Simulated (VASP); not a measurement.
The system is AlNi2.

```
Al Ni
1.0
     3.97400    0.00000    0.00000
    -1.98700    3.44159    0.00000
     0.00000    0.00000    4.90426
Al Ni
2 4
Direct
  0.33333 0.66667 0.18987
  0.66667 0.33333 0.81013
  0.33333 0.66667 0.68511
  0.66667 0.33333 0.31489
  0.00000 0.00000 0.50000
  0.00000 0.00000 0.00000
```

Base run:

```yaml
Program: VASP 6.6.1
Functional: r2SCAN
Potentials_or_basis: VASP PAW PBE potentials, release 64 (Al, Ni)
Cutoff: 520 eV
k_mesh: 12 × 12 × 8
Occupations: gaussian, width 0.5 eV
Spin: no spin polarisation
```

Its results: band gap on the k mesh zero (bands 23 and 24 overlap by 4.44 eV); pressure 1.3 GPa; largest force 0.049 eV/Å.

The run is repeated on the same cell with these changes: occupations from gaussian, width 0.5 eV to methfessel-paxton, width 0.05 eV; further incar settings from ALGO = Normal; EDIFF = 1e-07; NBANDS = 32 to ALGO = Normal; EDIFF = 1e-06; NBANDS = 32. What comes out?

Band gap on the k mesh zero (bands 23 and 24 overlap by 4.41 eV); pressure 0.7 GPa; largest force 0.007 eV/Å.

Caveats: the PAW data sets were made with another functional, which shifts forces and pressure a little; so wide a smearing shifts energies and pressures (at least some runs).
